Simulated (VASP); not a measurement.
A run of VASP 6.6.1 is set up as follows.

The input INCAR:

```
SYSTEM = Ti
PREC     = Accurate       ! precision mode
ENCUT    = 520            ! plane-wave cutoff, eV
EDIFF    = 1E-6           ! SCF threshold, eV
ISMEAR   = 0              ! smearing method
SIGMA    = 0.1            ! smearing width, eV
LREAL    = .FALSE.        ! projectors in reciprocal space
LASPH    = .TRUE.         ! aspherical terms in the spheres
NELM     = 80             ! most SCF steps
ALGO     = Normal         ! electronic algorithm
ISIF     = 2              ! what is computed and relaxed
LWAVE    = .FALSE.        ! write WAVECAR
LCHARG   = .FALSE.        ! write CHGCAR
LDIPOL   = .TRUE.       
IDIPOL   = 3            
DIPOL    = 0.5 0.5 0.500
GGA      = PE             ! functional
IBRION   = 2              ! ionic algorithm
NSW      = 70             ! ionic steps
EDIFFG   = -0.03          ! ionic threshold
```

The input KPOINTS:

```
regular mesh
0
G
  11 11 1
  0 0 0
```

POSCAR

```
Ti
1.0
    2.8193504947      0.0000000000      0.0000000000
   -0.9397834982      2.6581091378      0.0000000000
    0.0000000000      0.0000000000     18.6039800788
Ti
3
Selective dynamics
Direct
    0.5000000000      0.5000000000      0.3762635721  F F F
    0.0000000000      0.0000000000      0.5000000000  T T T
    0.5000000000      0.5000000000      0.6237364279  T T T
```

Potentials or basis: VASP PAW PBE potentials, release 64 (Ti_sv).

Launch:

```console
$ cat potpaw_PBE.64/Ti_sv/POTCAR > POTCAR
$ mpirun -np 1 vasp_std > vasp.out
```

**Question.** Estimate the energy gained by relaxing.

**Answer.** 20.7 meV/atom.

**Question.** Predict the band gap on the k mesh.

**Answer.** Zero (bands 18 and 19 overlap by 0.66 eV).

Step by step:
| step | energy change (eV) | largest force on free atoms (eV/Å) | pressure (GPa) |
| --- | --- | --- | --- |
| 1 | 0.0000 | 0.4095 | -2.46 |
| 2 | -0.0077 | 0.3719 | -2.35 |
| 3 | -0.0262 | 0.2469 | -2.00 |
| 4 | -0.0364 | 0.4015 | -1.18 |
| 5 | -0.0378 | 0.3080 | -1.43 |
| 6 | -0.0482 | 0.2346 | -1.28 |
| 7 | -0.0619 | 0.0418 | -0.77 |
| 8 | -0.0619 | 0.0377 | -0.79 |
| 9 | -0.0619 | 0.0368 | -0.78 |
| 10 | -0.0621 | 0.0091 | -0.69 |
